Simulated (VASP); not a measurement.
# SnSe2 (Pnnm) in VASP: relaxation of cell and atoms with r2SCAN+rVV10

Aim: the relaxation of cell and atoms of SnSe2 with r2SCAN+rVV10.

All numbers are computed with VASP 6.6.1; they aren't measurements. Logs are shortened: lines on timing, memory, paths and dates and some standing lists are left out, and cuts for length are marked.

### 1 The cell of the first run

The structure is orthorhombic, space group Pnnm (No. 58). The conventional cell has a = 6.213 Å, b = 6.365 Å, c = 3.944 Å, α = 90.00°, β = 90.00°, γ = 90.00°. Within 3.5 Å of Sn (site symmetry 2/m) lie 6 Se at 2.69 to 2.79 Å. Within 3.5 Å of Se (site symmetry m) lie 3 Sn at 2.69 to 2.79 Å and 1 Se at 3.35 Å.

### 2 Relaxation of cell and atoms, r2SCAN+rVV10

The input, POSCAR:

```
SnSe2
1.0
    6.2128667599      0.0000000000      0.0000000000
    0.0000000000      6.3652890468      0.0000000000
    0.0000000000      0.0000000000      3.9439059092
Sn Se
2 4
Direct
    0.5000000000      0.5000000000      0.5000000000
    0.0000000000      0.0000000000      0.0000000000
    0.7365539208      0.1266570392      0.5000000000
    0.2634460792      0.8733429608      0.5000000000
    0.2365539208      0.3733429608      0.0000000000
    0.7634460792      0.6266570392      0.0000000000
```

The input, INCAR.step1:

```
PREC = Accurate
ENCUT = 600
ISMEAR = -1
SIGMA = 0.03
LREAL = F
LASPH = T
NELM = 60
GGA = PE
ALGO = Normal
EDIFF = 1E-4
LWAVE = T
LCHARG = F
KPAR = 4
```

The input, INCAR.step2:

```
PREC = Accurate
ENCUT = 600
EDIFF = 1E-6
ISMEAR = -1
SIGMA = 0.03
LREAL = F
LASPH = T
NELM = 60
ALGO = Normal
ISIF = 3
LWAVE = F
LCHARG = F
METAGGA = R2SCAN
LMIXTAU = T
LUSE_VDW = T
IVDW_NL = 2
BPARAM = 11.95
CPARAM = 0.0093
IBRION = 2
NSW = 100
EDIFFG = -0.01
ISTART = 1
KPAR = 4
```

The input, KPOINTS:

```
Automatic mesh
0
Gamma
  4 4 6
```

Potentials or basis: VASP PAW PBE potentials, release 64 (Sn_d, Se).

Started as:

```
$ cat potpaw_PBE.64/Sn_d/POTCAR potpaw_PBE.64/Se/POTCAR > POTCAR
$ cp INCAR.step1 INCAR
$ mpirun -np 4 vasp_std > vasp.out
$ cp INCAR.step2 INCAR
$ mpirun -np 4 vasp_std > vasp.out
```

OUTCAR:

```text
PREC = Accurate
   ENCUT = 600
   EDIFF = 1E-6
   ISMEAR = -1
   LREAL = F
   LASPH = T
   NELM = 60
   ISIF = 3
   METAGGA = R2SCAN
   IVDW_NL = 2
   BPARAM = 11.95
   IBRION = 2
   NSW = 100
   EDIFFG = -0.01
   ISTART = 1

 ion  position               nearest neighbor table
   1  0.500  0.500  0.500-   5 2.69   6 2.69   5 2.69   6 2.69   3 2.79   4 2.79
   2  0.000  0.000  0.000-   3 2.69   4 2.69   3 2.69   4 2.69   5 2.79   6 2.79
   3  0.737  0.127  0.500-   2 2.69   2 2.69   1 2.79
   4  0.263  0.873  0.500-   2 2.69   2 2.69   1 2.79
   5  0.237  0.373  0.000-   1 2.69   1 2.69   2 2.79
   6  0.763  0.627  0.000-   1 2.69   1 2.69   2 2.79

  LATTYP: Found a simple orthorhombic cell.
 ALAT       =     3.9439059092
 B/A-ratio  =     1.5753080583
 C/A-ratio  =     1.6139556048

  Lattice vectors:

 A1 = (   0.0000000000,   0.0000000000,   3.9439059092)
 A2 = (   6.2128667599,   0.0000000000,   0.0000000000)
 A3 = (   0.0000000000,   6.3652890468,   0.0000000000)

Analysis of symmetry for initial positions (statically):
=====================================================================
 Subroutine PRICEL returns:
 Original cell was already a primitive cell.

 Routine SETGRP: Setting up the symmetry group for a
 simple orthorhombic supercell.

 Subroutine GETGRP returns: Found  8 space group operations
 (whereof  4 operations were pure point group operations)
 out of a pool of  8 trial point group operations.

The static configuration has the point symmetry C_2h.
 The point group associated with its full space group is D_2h.

Analysis of symmetry for dynamics (positions and initial velocities):
=====================================================================
 Subroutine PRICEL returns:
 Original cell was already a primitive cell.

 Routine SETGRP: Setting up the symmetry group for a
 simple orthorhombic supercell.

 Subroutine GETGRP returns: Found  8 space group operations
 (whereof  4 operations were pure point group operations)
 out of a pool of  8 trial point group operations.

The dynamic configuration has the point symmetry C_2h.
 The point group associated with its full space group is D_2h.

 Subroutine INISYM returns: Found  8 space group operations
 (whereof  4 operations are pure point group operations),
 and found     1 'primitive' translations

----------------------------------------------------------------------------------------

                                     Primitive cell

  volume of cell :     155.9684

  direct lattice vectors                    reciprocal lattice vectors
     6.212866760  0.000000000  0.000000000     0.160956293  0.000000000  0.000000000
     0.000000000  6.365289047  0.000000000     0.000000000  0.157102057  0.000000000
     0.000000000  0.000000000  3.943905909     0.000000000  0.000000000  0.253555745

  length of vectors
     6.212866760  6.365289047  3.943905909     0.160956293  0.157102057  0.253555745

  position of ions in fractional coordinates (direct lattice)
     0.500000000  0.500000000  0.500000000
     0.000000000  0.000000000  0.000000000
     0.736553921  0.126657039  0.500000000
     0.263446079  0.873342961  0.500000000
     0.236553921  0.373342961  0.000000000
     0.763446079  0.626657039  0.000000000

  ion indices of the primitive-cell ions
   primitive index   ion index
                 1           1
                 2           2
                 3           3
                 4           4
                 5           5
                 6           6

----------------------------------------------------------------------------------------

 KPOINTS: Automatic mesh

Automatic generation of k-mesh.
 Grid dimensions read from file:
 generate k-points for:    4    4    6

 Generating k-lattice:

  Cartesian coordinates                     Fractional coordinates (reciprocal lattice)
     0.040239073  0.000000000  0.000000000     0.250000000  0.000000000  0.000000000
     0.000000000  0.039275514  0.000000000     0.000000000  0.250000000  0.000000000
     0.000000000  0.000000000  0.042259291     0.000000000  0.000000000  0.166666667

  Length of vectors
     0.040239073  0.039275514  0.042259291

  Shift w.r.t. Gamma in fractional coordinates (k-lattice)
     0.000000000  0.000000000  0.000000000

 Subroutine IBZKPT returns following result:
 ===========================================

 Found     36 irreducible k-points:

 Following reciprocal coordinates:
            Coordinates               Weight
  0.000000  0.000000  0.000000      1.000000
  0.250000  0.000000  0.000000      2.000000
  0.500000  0.000000  0.000000      1.000000
  0.000000  0.250000  0.000000      2.000000
  0.250000  0.250000  0.000000      4.000000
  0.500000  0.250000  0.000000      2.000000
[... 16 lines left out ...]
  0.250000  0.250000  0.333333      8.000000
  0.500000  0.250000  0.333333      4.000000
 [... further k-points ...]
   k-points           NKPTS =     36   k-points in BZ     NKDIM =     36   number of bands    NBANDS=     31
   number of dos      NEDOS =    301   number of ions     NIONS =      6
   total plane-waves  NPLWV =  86400
   dimension x,y,z NGX =    50 NGY =   54 NGZ =   32
   dimension x,y,z NGXF=   100 NGYF=  108 NGZF=   64
   ions per type =               2   4
   NGX,Y,Z   is equivalent  to a cutoff of  13.38, 14.10, 13.49 a.u.
   NGXF,Y,Z  is equivalent  to a cutoff of  26.76, 28.21, 26.98 a.u.
 SYSTEM =  unknown system
   PREC   = accura    normal or accurate (medium, high low for compatibility)
   ISTART =      1    job   : 0-new  1-cont  2-samecut
   ICHARG =      0    charge: 1-file 2-atom 10-const
   ISPIN  =      1    spin polarized calculation?
   LNONCOLLINEAR =      F non collinear calculations
   LSORBIT =      F    spin-orbit coupling
   LASPH  =      T    aspherical Exc in radial PAW
   ENCUT  =  600.0 eV  44.10 Ry    6.64 a.u.  12.41 12.71  7.88*2*pi/ulx,y,z
   NELM   =     60;   NELMIN=  2; NELMDL=  0     # of ELM steps
   EDIFF  = 0.1E-05   stopping-criterion for ELM
   LREAL  =      F    real-space projection
   EDIFFG = -.1E-01   stopping-criterion for IOM
   NSW    =    100    number of steps for IOM
   IBRION =      2    ionic relax: 0-MD 1-quasi-New 2-CG
   NFREE  =      1    steps in history (QN), initial steepest desc. (CG)
   ISIF   =      3    stress and relaxation
   ISYM   =      2    0-nonsym 1-usesym 2-fastsym
   POTIM  = 0.5000    time-step for ionic-motion
   TEBEG  =    0.0;   TEEND  =   0.0 temperature during run
   PSTRESS=    0.0 pullay stress
   NELECT =      52.0000    total number of electrons
   NUPDOWN=      -1.0000    fix difference up-down
   EMIN   =  10.00;   EMAX   =-10.00  energy-range for DOS
   EFERMI =   0.00;   METHOD = LEGACY
   ISMEAR =    -1;   SIGMA  =   0.03  broadening in eV -4-tet -1-fermi 0-gaus
   EFERMI_NEDOS =   21; number of points for ismear=-14 and -15
   IALGO  =     38    algorithm
   IMIX   =      4    mixing-type and parameters
     AMIX     =   0.40;   BMIX     =  1.00
     AMIX_MAG =   1.60;   BMIX_MAG =  1.00
  volume/ion in A,a.u.               =      25.99       175.42
  Fermi-wavevector in a.u.,A,eV,Ry     =   1.135177  2.145174 17.532842  1.288628
  Thomas-Fermi vector in A             =   2.271882
   LORBIT       =      0    0 simple, 1 ext, 2 COOP (PROOUT), +10 PAW based schemes
   METAGGA = R2SCAN    functional components
   LHFCALC =     F    Hartree Fock is set to
   AEXX    =    0.0000 exact exchange contribution
   IVDW_NL    =     2    kernel type
   BPARAM     =11.9500
   IVDW    =     0    specifies the selected vdW correction
   LEPSILON=     F    determine dielectric tensor
   LRPA    =     F    only Hartree local field effects (RPA)
 conjugate gradient relaxation of ions
 non-spin polarized calculation
  energy-cutoff  :      600.00
  volume of cell :      155.97
 maximum number of plane-waves:      5234
 NGX is ok and might be reduce to    50
   NGX = 25   NGY = 25   NGZ = 15

--------------------------------------- Ionic step        1  -------------------------------------------

 number of electron      51.9999993 magnetization

 Free energy of the ion-electron system (eV)
  ---------------------------------------------------
  ext. energy  EPLUGINS =         0.00000000
  ---------------------------------------------------
  free energy    TOTEN  =      -106.88936907 eV

  energy without entropy =     -106.88838804  energy(sigma->0) =     -106.88887855

------------------------ aborting loop because EDIFF is reached ----------------------------------------

  FORCE on cell =-STRESS in cart. coord.  units (eV):
  Direction    XX          YY          ZZ          XY          YZ          ZX
  --------------------------------------------------------------------------------------
  -------------------------------------------------------------------------------------
  Total        0.0340263      0.6436616     -0.2579822      0.0000000      0.0000000      0.0000000
  in kB        0.3495335      6.6119793     -2.6501087      0.0000000      0.0000000      0.0000000
  external PRESSURE =       1.4371347 kB  Pullay stress =       0.0000000 kB
[... 101 lines left out ...]
  FREE ENERGIE OF THE ION-ELECTRON SYSTEM (eV)
  ---------------------------------------------------
  free  energy   TOTEN  =      -106.9025636406 eV

  energy  without entropy=     -106.9013418085  energy(sigma->0) =     -106.90195272

[... ionic steps 4 to 9 ...]

--------------------------------------- Ionic step       10  -------------------------------------------

 number of electron      51.9999994 magnetization

 E-fermi :   4.1624     XC(G=0): -10.0127

 val. band max:        4.1291773583   @ k =   0.0000   0.0000   0.0000
 cond. band min:       4.1675200076   @ k =   0.0000   0.0000   0.0000
 fundamental gap:      0.0383426493
 Fermi energy:         4.1624092492

 k-point     1 :       0.0000    0.0000    0.0000
  band No.  band energies     occupation
      1     -18.4618      2.00000
      2     -18.4347      2.00000
      3     -18.3871      2.00000
      4     -18.3852      2.00000
      5     -18.3429      2.00000
      6     -18.3403      2.00000
[... 884 lines left out ...]
  energy  without entropy=     -106.9198696128  energy(sigma->0) =     -106.92044826

--------------------------------------- Ionic step       12  -------------------------------------------

 number of electron      51.9999994 magnetization

 Free energy of the ion-electron system (eV)
  ---------------------------------------------------
  ext. energy  EPLUGINS =         0.00000000
  ---------------------------------------------------
  free energy    TOTEN  =      -106.92118863 eV

  energy without entropy =     -106.92000503  energy(sigma->0) =     -106.92059683

 E-fermi :   4.1791     XC(G=0): -10.0206

 val. band max:        4.1439533373   @ k =   0.0000   0.0000   0.0000
 cond. band min:       4.1867817556   @ k =   0.0000   0.0000   0.0000
 fundamental gap:      0.0428284183
 Fermi energy:         4.1790900783

 k-point     1 :       0.0000    0.0000    0.0000
  band No.  band energies     occupation
      1     -18.4464      2.00000
      2     -18.4191      2.00000
      3     -18.3715      2.00000
      4     -18.3696      2.00000
      5     -18.3267      2.00000
      6     -18.3240      2.00000
[... 840 lines left out ...]
  FREE ENERGIE OF THE ION-ELECTRON SYSTEM (eV)
  ---------------------------------------------------
  free  energy   TOTEN  =      -106.9211886276 eV

  energy  without entropy=     -106.9200050328  energy(sigma->0) =     -106.92059683

 reached required accuracy - stopping structural energy minimisation
```

It took 44 min on 4 MPI ranks of Oxide Virtual Turin-like, shared host; peak memory 0.8 GiB.

What came out:

```
Free energy                           : -106.9212 eV
Relaxed volume                        : 26.33 Å³/atom
Relaxed cell                          : a = 6.165 Å, b = 6.520 Å, c = 3.930 Å, α = 90.00°, β = 90.00°, γ = 90.00°
Space group after relaxing (to 0.1 Å) : Pnnm (No. 58)
Energy gained by relaxing             : 5.3 meV/atom
Ionic steps                           : 12
Pressure after relaxing               : 0.0 GPa
Band gap on the k mesh                : 0.04 eV
```

Step by step:
| step | energy change (eV) | largest force (eV/Å) | pressure (GPa) | volume (Å³) |
| --- | --- | --- | --- | --- |
| 1 | 0.0000 | 0.1631 | 0.14 | 155.97 |
| 2 | -0.0075 | 0.1286 | 0.06 | 156.49 |
| 3 | -0.0132 | 0.1501 | -0.08 | 157.97 |
| 4 | -0.0138 | 0.1301 | -0.06 | 157.64 |
| 5 | -0.0185 | 0.1061 | -0.03 | 157.65 |
| 6 | -0.0269 | 0.0366 | 0.04 | 157.68 |
| 7 | -0.0194 | 0.1386 | 0.18 | 157.74 |
| 8 | -0.0281 | 0.0292 | 0.07 | 157.69 |
| 9 | -0.0314 | 0.0180 | -0.06 | 158.09 |
| 10 | -0.0317 | 0.0145 | -0.11 | 158.23 |
| 11 | -0.0317 | 0.0142 | 0.15 | 157.67 |
| 12 | -0.0318 | 0.0010 | 0.01 | 157.96 |

Final structure:
```yaml
crystal:
  lattice:
    - [6.16472, 0.00000, 0.00000]
    - [0.00000, 6.51983, 0.00000]
    - [0.00000, 0.00000, 3.92999]
  atoms:
    - { symbol: Sn, position: [0.50000, 0.50000, 0.50000] }
    - { symbol: Sn, position: [0.00000, 0.00000, 0.00000] }
    - { symbol: Se, position: [0.74595, 0.13910, 0.50000] }
    - { symbol: Se, position: [0.25405, 0.86090, 0.50000] }
    - { symbol: Se, position: [0.24595, 0.36090, 0.00000] }
    - { symbol: Se, position: [0.75405, 0.63910, 0.00000] }
```

Caveat: semilocal functionals underestimate gaps, and a narrow one can read as zero; the PAW data sets were made with another functional, which shifts forces and pressure a little; spin-orbit coupling is left out, which moves the levels of the heavy elements.
